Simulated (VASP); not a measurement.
Input of a VASP 6.6.1 run:

File INCAR:

```
SYSTEM = RhN
  PREC = Accurate
  ENCUT = 520
  EDIFF = 1E-6
  ISMEAR = 0
  SIGMA = 0.05
  LREAL = .FALSE.
  LASPH = .TRUE.
  NELM = 80
  ALGO = Normal
  ISIF = 2
  LWAVE = .FALSE.
  LCHARG = .FALSE.
  GGA = PS
  NBANDS = 17
```

The input KPOINTS:

```
Automatic mesh
0
G
  12 12 12
  0 0 0
```

File POSCAR:

```
RhN
1.0
    0.0000000000      2.2995982485      2.2995982485
    2.2995982485      0.0000000000      2.2995982485
    2.2995982485      2.2995982485      0.0000000000
Rh N
1 1
Direct
    0.0000000000      0.0000000000      0.0000000000
    0.2500000000      0.2500000000      0.2500000000
```

Potentials or basis: VASP PAW PBE potentials, release 64 (Rh_pv, N).

The run is started by

```console
$ cat potpaw_PBE.64/Rh_pv/POTCAR potpaw_PBE.64/N/POTCAR > POTCAR
$ mpirun -np 1 vasp_std > vasp.out
```

Q: Predict the pressure.

A: -8.5 GPa.

Q: What does it give for the band gap on the k mesh?

A: Zero (bands 10 and 11 overlap by 2.90 eV).

Caveat: the cell stands under tension; the PAW data sets were made with another functional, which shifts forces and pressure a little.
